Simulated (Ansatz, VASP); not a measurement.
KI in VASP and in Ansatz

```
CELL_PARAMETERS angstrom
0.00000 3.52455 3.52455
3.52455 0.00000 3.52455
3.52455 3.52455 0.00000
ATOMIC_POSITIONS crystal
K 0.00000 0.00000 0.00000
I 0.49291 0.49291 0.50709
```

Change from the starting cell: all I atoms moved +0.050 Å, as atom 2 towards its neighbour atom 1 (K) at 3.525 Å.

Alike in both runs: task single point; functional r2SCAN; k mesh 6 × 6 × 6; occupations gaussian, width 0.05 eV; no spin polarisation.

|  | VASP | Ansatz |
| --- | --- | --- |
| version | VASP 6.6.1 | Ansatz 0.2.0 |
| potentials or method | VASP PAW PBE potentials, release 64 (K_sv, I), cutoff 520 eV | scalar-relativistic, plane waves, PAW |
| valence electrons in the cell | 16 | 26 |

Ansatz gave:

```
gap on the k mesh at the Fermi level (eV) : 4.63
least direct gap on the mesh (eV)         : 4.63
pressure (GPa)                            : 0.2
rms of the force components (eV/Å)        : 0.035
```

Problem. Estimate VASP's values.

Solution. gap on the k mesh at the Fermi level (eV): 4.63; least direct gap on the mesh (eV): 4.63; pressure (GPa): 0.2; rms of the force components (eV/Å): 0.036.

VASP's potentials were made for PBE, not for r2SCAN. Atom by atom the forces differ by 0.000 eV/Å (rms over components). VASP's potentials hold 16 valence electrons a cell and Ansatz's 26, so a difference there can come from the potentials and not from the codes.

Neither program's run includes spin-orbit coupling.
